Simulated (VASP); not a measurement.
Wanted: the native input for a VASP 6.6.1 run.

```
Task                   : relaxation of cell and atoms
Functional             : PBEsol
Potentials or basis    : VASP PAW PBE potentials, release 64 (As)
Cutoff                 : 600 eV
k mesh                 : 7 × 7 × 9
Occupations            : fermi-dirac, width 0.05 eV
Spin                   : no spin polarisation
Target pressure        : 10 GPa
Dipole correction      : no
Further INCAR settings : ALGO = Normal; EDIFF = 1e-06; IBRION = 2; EDIFFG = -0.01; NSW = 60; ISIF = 3
```

The structure of As lies in POSCAR:

```
As
1.0
    4.5664000000      0.0000000000      0.0000000000
   -2.2832000000      3.9546200000      0.0000000000
    0.0000000000      0.0000000000      2.8337400000
As
2
Direct
    0.3333300000      0.6666700000      0.0000000000
    0.6666700000      0.3333300000      0.0000000000
```

These files were run (other wordings do the same):

INCAR

```
ALGO     = Normal         # electronic algorithm
EDIFF    = 1E-6           # SCF threshold, eV
EDIFFG   = -0.01          # ionic threshold
ENCUT    = 600            # plane-wave cutoff, eV
GGA      = PS             # functional
IBRION   = 2              # ionic algorithm
ISIF     = 3              # what is computed and relaxed
ISMEAR   = -1             # smearing method
LASPH    = True           # aspherical terms in the spheres
LCHARG   = False          # write CHGCAR
LREAL    = False          # projectors in reciprocal space
LWAVE    = False          # write WAVECAR
NELM     = 60             # most SCF steps
NSW      = 60             # ionic steps
PREC     = Accurate       # precision mode
PSTRESS  = 100.0        
SIGMA    = 0.05           # smearing width, eV
```

KPOINTS

```
k-points
0
Gamma
  7 7 9
```

Potentials or basis: VASP PAW PBE potentials, release 64 (As).

Command:

```console
$ cat potpaw_PBE.64/As/POTCAR > POTCAR
$ mpirun -np 1 vasp_std > vasp.out
```

It gave:

- Relaxed volume: 21.29 Å³/atom
- Relaxed cell: a = 4.301 Å, b = 4.301 Å, c = 2.659 Å, α = 90.00°, β = 90.00°, γ = 120.00°
- Space group after relaxing (to 0.05 Å): P6/mmm (No. 191)
- Energy change on relaxing (the enthalpy is what falls): +73.1 meV/atom
- Ionic steps: 9
- Pressure after relaxing: 10.0 GPa
- Band gap on the k mesh: zero (band 5 reaches 7.91 eV, above the bottom of band 6 at 4.07 eV)

Caveat: the cell is relaxed towards a set pressure, so the enthalpy falls and the energy may rise; the volume moved by over 15 % at a fixed basis, so the end points are rough; the PAW data sets were made with another functional, which shifts forces and pressure a little.

It took 2.2 min on 1 thread of Intel(R) Xeon(R) Platinum 8488C (Sapphire Rapids), on a shared host, peak memory 0.21 GiB.
